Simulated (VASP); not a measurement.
# AlAu (Pm-3m) in VASP: further runs, part 2 of 2

VASP 6.6.1. The steps go on from the part before.

## 4. Relaxation of cell and atoms, LDA

This run uses another cell than the first one, of 16.75 Å³/atom, 1.069 times its volume.

The input, INCAR:

```
SYSTEM = AlAu
PREC = Accurate
ENCUT = 600
EDIFF = 1E-6
ISMEAR = 0
SIGMA = 0.15
LREAL = .False.
LASPH = .True.
NELM = 100
ALGO = Normal
ISIF = 3
LWAVE = .False.
LCHARG = .False.
GGA = CA
IBRION = 2
NSW = 80
EDIFFG = -0.01
```

The input, KPOINTS:

```
Automatic mesh
0
Gamma
  6 6 6
  0 0 0
```

The input, POSCAR:

```
AlAu
1.0
    3.2239420000      0.0000000000      0.0000000000
    0.0000000000      3.2239420000      0.0000000000
    0.0000000000      0.0000000000      3.2239420000
Al Au
1 1
Direct
    0.0000000000      0.0000000000      0.0000000000
    0.5000000000      0.5000000000      0.5000000000
```

Potentials or basis: VASP PAW LDA potentials, release 64 (Al, Au).

Started as:

```sh
$ cat potpaw_LDA.64/Al/POTCAR potpaw_LDA.64/Au/POTCAR > POTCAR
$ mpirun -np 1 vasp_std > vasp.out
```

Run time: 23 s. Hardware: 1 thread of Intel Xeon 8259CL, shared host; peak memory 0.16 GiB.

The run converged. Its results:

| Property | Result |
| --- | --- |
| Free energy | -9.2577 eV |
| Relaxed volume | 15.73 Å³/atom |
| Relaxed cell | a = 3.157 Å, b = 3.157 Å, c = 3.157 Å, α = 90.00°, β = 90.00°, γ = 90.00° |
| Space group after relaxing (to 0.05 Å) | Pm-3m (No. 221) |
| Energy gained by relaxing | 27.7 meV/atom |
| Ionic steps | 3 |
| Pressure after relaxing | -0.1 GPa |
| Band gap on the k mesh | zero (band 7 reaches 13.14 eV, above the bottom of band 8 at 9.06 eV) |

The path:
```tsv
step	energy change (eV)	largest force (eV/Å)	pressure (GPa)	volume (Å³)
1	0.0000	0.0000	-8.00	33.51
2	-0.0016	0.0000	10.01	29.61
3	-0.0554	0.0000	-0.07	31.45
```

Final structure:
```cif
data_structure
_symmetry_space_group_name_H-M 'P 1'
_symmetry_Int_Tables_number 1
_cell_length_a 3.1565
_cell_length_b 3.1565
_cell_length_c 3.1565
_cell_angle_alpha 90.000
_cell_angle_beta 90.000
_cell_angle_gamma 90.000
_cell_volume 31.45
loop_
_atom_site_label
_atom_site_type_symbol
_atom_site_fract_x
_atom_site_fract_y
_atom_site_fract_z
_atom_site_occupancy
Al1 Al 0.00000 0.00000 0.00000 1
Au1 Au 0.50000 0.50000 0.50000 1
```

Levels at points of the mesh, in eV from the Fermi level:
```
           k point  band 3  band 4  band 5  band 6  band 7  band 8  band 9  band 10  band 11
(0.00, 0.00, 0.00)   -7.20   -5.09   -5.09   -5.09    2.69    2.69    2.69     7.10     7.48
(0.50, 0.00, 0.00)   -6.81   -6.07   -6.07   -4.96   -3.53    5.54    7.22     7.22     8.16
(0.50, 0.50, 0.00)   -5.84   -5.84   -4.15   -3.89   -3.89   -1.39    0.84     7.20    10.85
(0.50, 0.50, 0.50)   -7.75   -4.10   -4.10   -0.50    0.63    0.63    0.63     2.25     3.71
```

Caveat: spin-orbit coupling is left out, which moves the levels of the heavy elements.

## 5. Relaxation of cell and atoms, PBEsol

This run uses another cell than the first one, of 16.75 Å³/atom, 1.069 times its volume.

The input, INCAR:

```
SYSTEM = AlAu
ALGO     = Normal         ! electronic algorithm
EDIFF    = 1E-6           ! SCF threshold, eV
EDIFFG   = -0.01          ! ionic threshold
ENCUT    = 600            ! plane-wave cutoff, eV
GGA      = PS             ! functional
IBRION   = 2              ! ionic algorithm
ISIF     = 3              ! what is computed and relaxed
ISMEAR   = 0              ! smearing method
LASPH    = .True.         ! aspherical terms in the spheres
LCHARG   = .False.        ! write CHGCAR
LREAL    = .False.        ! projectors in reciprocal space
LWAVE    = .False.        ! write WAVECAR
NELM     = 100            ! most SCF steps
NSW      = 80             ! ionic steps
PREC     = Accurate       ! precision mode
SIGMA    = 0.15           ! smearing width, eV
```

The input, KPOINTS:

```
k-points
0
Gamma
  6 6 6
  0 0 0
```

POSCAR is that of step 4.

Potentials or basis: VASP PAW PBE potentials, release 64 (Al, Au).

Started as:

```sh
$ cat potpaw_PBE.64/Al/POTCAR potpaw_PBE.64/Au/POTCAR > POTCAR
$ mpirun -np 1 vasp_std > vasp.out
```

Wall time 27 s (1 thread of Intel Xeon 8259CL, shared host); peak memory 0.17 GiB.

The run converged. Its results:

```yaml
Free_energy: -8.6281 eV
Relaxed_volume: 16.04 Å³/atom
Relaxed_cell: a = 3.178 Å, b = 3.178 Å, c = 3.178 Å, α = 90.00°, β = 90.00°, γ = 90.00°
Space_group_after_relaxing_to_0.05_Å: Pm-3m (No. 221)
Energy_gained_by_relaxing: 12.7 meV/atom
Ionic_steps: 3
Pressure_after_relaxing: 0.0 GPa
Band_gap_on_the_k_mesh: zero (band 7 reaches 12.93 eV, above the bottom of band 8 at 8.83 eV)
```

The path:
| step | energy change (eV) | largest force (eV/Å) | pressure (GPa) | volume (Å³) |
| --- | --- | --- | --- | --- |
| 1 | 0.0000 | 0.0000 | -5.41 | 33.51 |
| 2 | -0.0030 | 0.0000 | 6.01 | 30.84 |
| 3 | -0.0253 | 0.0000 | -0.03 | 32.08 |

Final structure:
```
CELL_PARAMETERS angstrom
3.17758 0.00000 0.00000
0.00000 3.17758 0.00000
0.00000 0.00000 3.17758
ATOMIC_POSITIONS crystal
Al 0.00000 0.00000 0.00000
Au 0.50000 0.50000 0.50000
```

Levels at points of the mesh, in eV from the Fermi level:
| k point | band 3 | band 4 | band 5 | band 6 | band 7 | band 8 | band 9 | band 10 | band 11 |
| --- | --- | --- | --- | --- | --- | --- | --- | --- | --- |
| (0.00, 0.00, 0.00) | -7.02 | -4.98 | -4.98 | -4.98 | 2.72 | 2.72 | 2.72 | 6.99 | 7.36 |
| (0.50, 0.00, 0.00) | -6.64 | -5.93 | -5.93 | -4.86 | -3.48 | 5.53 | 7.20 | 7.20 | 8.11 |
| (0.50, 0.50, 0.00) | -5.70 | -5.70 | -4.08 | -3.82 | -3.82 | -1.39 | 0.80 | 7.23 | 10.80 |
| (0.50, 0.50, 0.50) | -7.57 | -4.03 | -4.03 | -0.43 | 0.66 | 0.66 | 0.66 | 2.17 | 3.63 |

Caveat: the PAW data sets were made with another functional, which shifts forces and pressure a little; spin-orbit coupling is left out, which moves the levels of the heavy elements.

## 6. Overview

| task | level | potentials or basis | cell | cutoff (eV) | gap on the mesh (eV) | pressure (GPa) | relaxed volume (Å³/atom) |
| --- | --- | --- | --- | --- | --- | --- | --- |
| single point | LDA | VASP PAW LDA potentials, release 64 (Al, Au) | a = 3.153 Å, 2 atoms | 520 | none | 0.3 | - |
| single point | PBEsol | VASP PAW PBE potentials, release 64 (Al, Au) | a = 3.178 Å, 2 atoms | 520 | none | -0.2 | - |
| relaxation of cell and atoms | LDA | VASP PAW LDA potentials, release 64 (Al, Au) | relaxed from a = 3.224 Å, 2 atoms | 600 | none | -0.1 | 15.73 |
| relaxation of cell and atoms | PBEsol | VASP PAW PBE potentials, release 64 (Al, Au) | relaxed from a = 3.224 Å, 2 atoms | 600 | none | 0.0 | 16.04 |

Alike in all rows: no spin polarisation; k mesh 6 × 6 × 6; smearing gaussian 0.15 eV.

Caveats: spin-orbit coupling is left out, which moves the levels of the heavy elements; the PAW data sets were made with another functional, which shifts forces and pressure a little (some runs).

Total energies depend on the potentials used, so only differences within one code and one set of settings carry meaning.
